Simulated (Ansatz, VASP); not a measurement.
# One calculation of H2Pb, two programs

```
CELL_PARAMETERS angstrom
3.62496 0.00000 0.00000
0.00000 3.62496 0.00000
0.00000 0.00000 6.22762
ATOMIC_POSITIONS crystal
H 0.50000 0.00000 0.35885
H 0.50000 0.50000 0.00000
H 0.00000 0.00000 0.00000
H 0.00000 0.50000 0.64115
Pb 0.50000 0.00000 0.75947
Pb 0.00000 0.50000 0.24053
```

Change from the starting cell: species swapped into the Mn2As type (P4/nmm, No. 129).

Alike in both runs: functional PBE; k mesh 6 × 6 × 4; occupations gaussian, width 0.1 eV; no spin polarisation.

Ansatz relaxed the structure, and its values are those at the end. VASP's run is a single point on that final structure, the one shown.

|  | VASP | Ansatz |
| --- | --- | --- |
| version | VASP 6.6.1 | Ansatz 0.2.0 |
| potentials or method | VASP PAW PBE potentials, release 64 (H, Pb_d), cutoff 520 eV | scalar-relativistic, plane waves, PAW |
| valence electrons in the cell | 32 | 32 |

```csv
,VASP,Ansatz,Ansatz less VASP
gap on the k mesh at the Fermi level (eV),none,none,-
pressure (GPa),0.2,0.3,+0.11
rms of the force components (eV/Å),0.011,0.011,+0.0003
```

A gap of «none» marks a metal or a gap that the smearing closes. With one functional, cell and mesh, what is left measures potentials, basis and numerics.

Spin-orbit coupling is off throughout.
